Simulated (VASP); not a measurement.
# ZnO (P6_3mc) in VASP: settings compared

ZnO is run at these levels: PBE, r2SCAN; tasks: single point, relaxation of cell and atoms.

All numbers are computed with VASP 6.6.1; they aren't measurements. Logs are shortened: lines on timing, memory, paths and dates and some standing lists are left out, and cuts for length are marked.

### 1 The cell of the first run

The structure is hexagonal, space group P6_3mc (No. 186). Conventional cell: a = 3.235 Å, b = 3.235 Å, c = 5.211 Å, α = 90.00°, β = 90.00°, γ = 120.00°. Zn (site symmetry 3m) has 4 O at 1.97 to 1.98 Å within 2.6 Å. O (site symmetry 3m) has 4 Zn at 1.97 to 1.98 Å within 2.6 Å.

### 2 Single point, PBE

Contents of INCAR:

```
  ALGO = Normal
  EDIFF = 1E-7
  ENCUT = 520
  GGA = PE
  ISIF = 2
  ISMEAR = -1
  LASPH = True
  LCHARG = False
  LREAL = False
  LWAVE = False
  NBANDS = 26
  NELM = 100
  PREC = Accurate
  SIGMA = 0.02
```

Contents of KPOINTS:

```
k-points
0
Gamma
  12 12 6
```

Contents of POSCAR:

```
ZnO
1.0
    3.2353408559      0.0000000000      0.0000000000
   -1.6176704279      2.8018873711      0.0000000000
    0.0000000000      0.0000000000      5.2109518619
Zn O
2 2
Direct
    0.3333333333      0.6666666667     -0.0023477509
    0.6666666667      0.3333333333      0.4976522491
    0.3333333333      0.6666666667      0.3773477509
    0.6666666667      0.3333333333      0.8773477509
```

Potentials or basis: VASP PAW PBE potentials, release 64 (Zn, O).

Run with:

```console
$ cat potpaw_PBE.64/Zn/POTCAR potpaw_PBE.64/O/POTCAR > POTCAR
$ mpirun -np 1 vasp_std > vasp.out
```

OUTCAR:

```text
EDIFF = 1E-7
   ENCUT = 520
   GGA = PE
   ISIF = 2
   ISMEAR = -1
   LASPH = True
   LREAL = False
   NELM = 100
   PREC = Accurate

 ion  position               nearest neighbor table
   1  0.333  0.667  0.998-   4 1.97   4 1.97   4 1.97   3 1.98
   2  0.667  0.333  0.498-   3 1.97   3 1.97   3 1.97   4 1.98
   3  0.333  0.667  0.377-   2 1.97   2 1.97   2 1.97   1 1.98
   4  0.667  0.333  0.877-   1 1.97   1 1.97   1 1.97   2 1.98

  LATTYP: Found a hexagonal cell.
 ALAT       =     3.2353408559
 C/A-ratio  =     1.6106345804

  Lattice vectors:

 A1 = (   3.2353408559,   0.0000000000,   0.0000000000)
 A2 = (  -1.6176704279,   2.8018873711,   0.0000000000)
 A3 = (   0.0000000000,   0.0000000000,   5.2109518619)

Analysis of symmetry for initial positions (statically):
=====================================================================
 Subroutine PRICEL returns:
 Original cell was already a primitive cell.

 Routine SETGRP: Setting up the symmetry group for a
 hexagonal supercell.

 Subroutine GETGRP returns: Found 12 space group operations
 (whereof  6 operations were pure point group operations)
 out of a pool of 24 trial point group operations.

The static configuration has the point symmetry C_3v.
 The point group associated with its full space group is C_6v.

Analysis of symmetry for dynamics (positions and initial velocities):
=====================================================================
 Subroutine PRICEL returns:
 Original cell was already a primitive cell.

 Routine SETGRP: Setting up the symmetry group for a
 hexagonal supercell.

 Subroutine GETGRP returns: Found 12 space group operations
 (whereof  6 operations were pure point group operations)
 out of a pool of 24 trial point group operations.

The dynamic configuration has the point symmetry C_3v.
 The point group associated with its full space group is C_6v.

 Subroutine INISYM returns: Found 12 space group operations
 (whereof  6 operations are pure point group operations),
 and found     1 'primitive' translations

----------------------------------------------------------------------------------------

                                     Primitive cell

  volume of cell :      47.2376

  direct lattice vectors                    reciprocal lattice vectors
     3.235340856  0.000000000  0.000000000     0.309086444  0.178451142  0.000000000
    -1.617670428  2.801887371  0.000000000     0.000000000  0.356902283  0.000000000
     0.000000000  0.000000000  5.210951862     0.000000000  0.000000000  0.191903519

  length of vectors
     3.235340856  3.235340856  5.210951862     0.356902283  0.356902283  0.191903519

  position of ions in fractional coordinates (direct lattice)
     0.333333333  0.666666667  0.997652249
     0.666666667  0.333333333  0.497652249
     0.333333333  0.666666667  0.377347751
     0.666666667  0.333333333  0.877347751

  ion indices of the primitive-cell ions
   primitive index   ion index
                 1           1
                 2           2
                 3           3
                 4           4

----------------------------------------------------------------------------------------

 KPOINTS: k-points

Automatic generation of k-mesh.
 Grid dimensions read from file:
 generate k-points for:   12   12    6

 Generating k-lattice:

  Cartesian coordinates                     Fractional coordinates (reciprocal lattice)
     0.025757204  0.014870928  0.000000000     0.083333333 -0.000000000  0.000000000
     0.000000000  0.029741857  0.000000000     0.000000000  0.083333333  0.000000000
     0.000000000  0.000000000  0.031983920     0.000000000  0.000000000  0.166666667

  Length of vectors
     0.029741857  0.029741857  0.031983920

  Shift w.r.t. Gamma in fractional coordinates (k-lattice)
     0.000000000  0.000000000  0.000000000

 Subroutine IBZKPT returns following result:
 ===========================================

 Found     76 irreducible k-points:

 Following reciprocal coordinates:
            Coordinates               Weight
  0.000000  0.000000  0.000000      1.000000
  0.083333 -0.000000  0.000000      6.000000
  0.166667 -0.000000  0.000000      6.000000
  0.250000 -0.000000  0.000000      6.000000
  0.333333 -0.000000  0.000000      6.000000
  0.416667 -0.000000  0.000000      6.000000
[... 16 lines left out ...]
  0.250000 -0.000000  0.166667     12.000000
  0.333333 -0.000000  0.166667     12.000000
 [... further k-points ...]
   k-points           NKPTS =     76   k-points in BZ     NKDIM =     76   number of bands    NBANDS=     26
   number of dos      NEDOS =    301   number of ions     NIONS =      4
   total plane-waves  NPLWV =  23040
   dimension x,y,z NGX =    24 NGY =   24 NGZ =   40
   dimension x,y,z NGXF=    48 NGYF=   48 NGZF=   80
   ions per type =               2   2
   NGX,Y,Z   is equivalent  to a cutoff of  12.33, 12.33, 12.76 a.u.
   NGXF,Y,Z  is equivalent  to a cutoff of  24.66, 24.66, 25.52 a.u.
 SYSTEM =  unknown system
   PREC   = accura    normal or accurate (medium, high low for compatibility)
   ISTART =      0    job   : 0-new  1-cont  2-samecut
   ICHARG =      2    charge: 1-file 2-atom 10-const
   ISPIN  =      1    spin polarized calculation?
   LNONCOLLINEAR =      F non collinear calculations
   LSORBIT =      F    spin-orbit coupling
   LASPH  =      T    aspherical Exc in radial PAW
   ENCUT  =  520.0 eV  38.22 Ry    6.18 a.u.   6.02  6.02  9.69*2*pi/ulx,y,z
   NELM   =    100;   NELMIN=  2; NELMDL= -5     # of ELM steps
   EDIFF  = 0.1E-06   stopping-criterion for ELM
   LREAL  =      F    real-space projection
   EDIFFG = 0.1E-05   stopping-criterion for IOM
   NSW    =      0    number of steps for IOM
   IBRION =     -1    ionic relax: 0-MD 1-quasi-New 2-CG
   NFREE  =      0    steps in history (QN), initial steepest desc. (CG)
   ISIF   =      2    stress and relaxation
   ISYM   =      2    0-nonsym 1-usesym 2-fastsym
   POTIM  = 0.5000    time-step for ionic-motion
   TEBEG  =    0.0;   TEEND  =   0.0 temperature during run
   PSTRESS=    0.0 pullay stress
   NELECT =      36.0000    total number of electrons
   NUPDOWN=      -1.0000    fix difference up-down
   EMIN   =  10.00;   EMAX   =-10.00  energy-range for DOS
   EFERMI =   0.00;   METHOD = LEGACY
   ISMEAR =    -1;   SIGMA  =   0.02  broadening in eV -4-tet -1-fermi 0-gaus
   EFERMI_NEDOS =   21; number of points for ismear=-14 and -15
   IALGO  =     38    algorithm
   IMIX   =      4    mixing-type and parameters
     AMIX     =   0.40;   BMIX     =  1.00
     AMIX_MAG =   1.60;   BMIX_MAG =  1.00
  volume/ion in A,a.u.               =      11.81        79.69
  Fermi-wavevector in a.u.,A,eV,Ry     =   1.495362  2.825825 30.424099  2.236108
  Thomas-Fermi vector in A             =   2.607517
   LORBIT       =      0    0 simple, 1 ext, 2 COOP (PROOUT), +10 PAW based schemes
   GGA     = PE    functional components
   LHFCALC =     F    Hartree Fock is set to
   AEXX    =    0.0000 exact exchange contribution
   IVDW    =     0    specifies the selected vdW correction
   LEPSILON=     F    determine dielectric tensor
   LRPA    =     F    only Hartree local field effects (RPA)
 non-spin polarized calculation
  energy-cutoff  :      520.00
  volume of cell :       47.24
 maximum number of plane-waves:      1296
   NGX = 13   NGY = 13   NGZ = 19

 number of electron      36.0000032 magnetization

 Free energy of the ion-electron system (eV)
  ---------------------------------------------------
  ext. energy  EPLUGINS =         0.00000000
  ---------------------------------------------------
  free energy    TOTEN  =       -17.80855319 eV

  energy without entropy =      -17.80855319  energy(sigma->0) =      -17.80855319

 E-fermi :   1.6836     XC(G=0): -10.9525

 val. band max:        1.2768491143   @ k =   0.0000   0.0000   0.0000
 cond. band min:       2.0703200762   @ k =   0.0000   0.0000   0.0000
 fundamental gap:      0.7934709618
 Fermi energy:         1.6836419848

 k-point     1 :       0.0000    0.0000    0.0000
  band No.  band energies     occupation
      1     -16.8801      2.00000
      2     -16.1462      2.00000
      3      -4.4617      2.00000
      4      -4.4617      2.00000
      5      -4.4233      2.00000
      6      -4.4080      2.00000
[... 18 lines left out ...]
     25      15.4833      0.00000
     26      15.4833      0.00000

 k-point     2 :       0.0833   -0.0000    0.0000
  band No.  band energies     occupation
      1     -16.8413      2.00000
      2     -16.1289      2.00000
      3      -4.5097      2.00000
      4      -4.4388      2.00000
      5      -4.3830      2.00000
      6      -4.3671      2.00000
[... 18 lines left out ...]
     25      15.4520      0.00000
     26      15.5787      0.00000

 k-point     3 :       0.1667   -0.0000    0.0000
  band No.  band energies     occupation
      1     -16.7316      2.00000
      2     -16.0825      2.00000
      3      -4.6186      2.00000
      4      -4.3784      2.00000
      5      -4.3511      2.00000
      6      -4.2847      2.00000
[... 18 lines left out ...]
     25      15.3842      0.00000
     26      15.6766      0.00000

 k-point     4 :       0.2500   -0.0000    0.0000
  band No.  band energies     occupation
      1     -16.5721      2.00000
      2     -16.0237      2.00000
      3      -4.7284      2.00000
      4      -4.3774      2.00000
      5      -4.3041      2.00000
      6      -4.1828      2.00000
[... 18 lines left out ...]
     25      14.6903      0.00000
     26      15.5321      0.00000
[... 496 lines left out ...]
      1     -16.6895      2.00000
      2     -16.1272      2.00000
      3      -4.6512      2.00000
      4      -4.4732      2.00000
      5      -4.3686      2.00000
      6      -4.3176      2.00000
[... 18 lines left out ...]
     25      14.5490      0.00000
     26      15.4612      0.00000

 k-point    23 :       0.2500   -0.0000    0.1667
  band No.  band energies     occupation
      1     -16.5356      2.00000
      2     -16.0606      2.00000
      3      -4.7598      2.00000
      4      -4.4879      2.00000
      5      -4.2899      2.00000
      6      -4.2064      2.00000
[... 18 lines left out ...]
     25      14.6902      0.00000
     26      15.3996      0.00000

 k-point    24 :       0.3333   -0.0000    0.1667
  band No.  band energies     occupation
      1     -16.3672      2.00000
      2     -16.0027      2.00000
      3      -4.8139      2.00000
      4      -4.5244      2.00000
      5      -4.2229      2.00000
      6      -4.0726      2.00000
[... 18 lines left out ...]
     25      14.7561      0.00000
     26      15.3580      0.00000

 [... further k-points ...]

------------------------ aborting loop because EDIFF is reached ----------------------------------------

  FORCE on cell =-STRESS in cart. coord.  units (eV):
  Direction    XX          YY          ZZ          XY          YZ          ZX
  --------------------------------------------------------------------------------------
  -------------------------------------------------------------------------------------
  Total        2.1035044      2.1035044      2.1379298      0.0000000      0.0000000     -0.0000000
  in kB       71.3454416     71.3454416     72.5130620      0.0000000      0.0000000     -0.0000000
  external PRESSURE =      71.7346484 kB  Pullay stress =       0.0000000 kB

 VOLUME and BASIS-vectors are now :
 -----------------------------------------------------------------------------
  energy-cutoff  :      520.00
  volume of cell :       47.24
      direct lattice vectors                 reciprocal lattice vectors
     3.235340856  0.000000000  0.000000000     0.309086444  0.178451142  0.000000000
    -1.617670428  2.801887371  0.000000000     0.000000000  0.356902283  0.000000000
     0.000000000  0.000000000  5.210951862     0.000000000  0.000000000  0.191903519

 POSITION                                       TOTAL-FORCE (eV/Angst)
 -----------------------------------------------------------------------------------
     -0.00000      1.86792      5.19872        -0.000000     -0.000000      0.003186
      1.61767      0.93396      2.59324        -0.000000      0.000000      0.003186
     -0.00000      1.86792      1.96634         0.000000     -0.000000     -0.003186
      1.61767      0.93396      4.57182        -0.000000      0.000000     -0.003186
 -----------------------------------------------------------------------------------
    total drift:                                0.000001      0.000001     -0.004311

  FREE ENERGIE OF THE ION-ELECTRON SYSTEM (eV)
  ---------------------------------------------------
  free  energy   TOTEN  =       -17.8085531925 eV

  energy  without entropy=      -17.8085531925  energy(sigma->0) =      -17.80855319
```

It took 30 s on 1 thread of Intel Xeon 6975P-C (Granite Rapids), shared host; peak memory 0.21 GiB.

Results:

* Free energy: -17.8086 eV
* Pressure: 7.2 GPa
* Largest force: 0.003 eV/Å
* Band gap on the k mesh: 0.79 eV

Forces in eV/Å, atoms in the order of the input:
```
Zn   0.000  0.000  0.003
Zn   0.000  0.000  0.003
O    0.000  0.000 -0.003
O    0.000  0.000 -0.003
```

Stress tensor (GPa, compression positive):
```
7.13 0.00 0.00
0.00 7.13 0.00
0.00 0.00 7.25
```

Caveat: the cell stands under pressure; semilocal functionals underestimate gaps, and a narrow one can read as zero.

(Continued in part 2 of 3.)
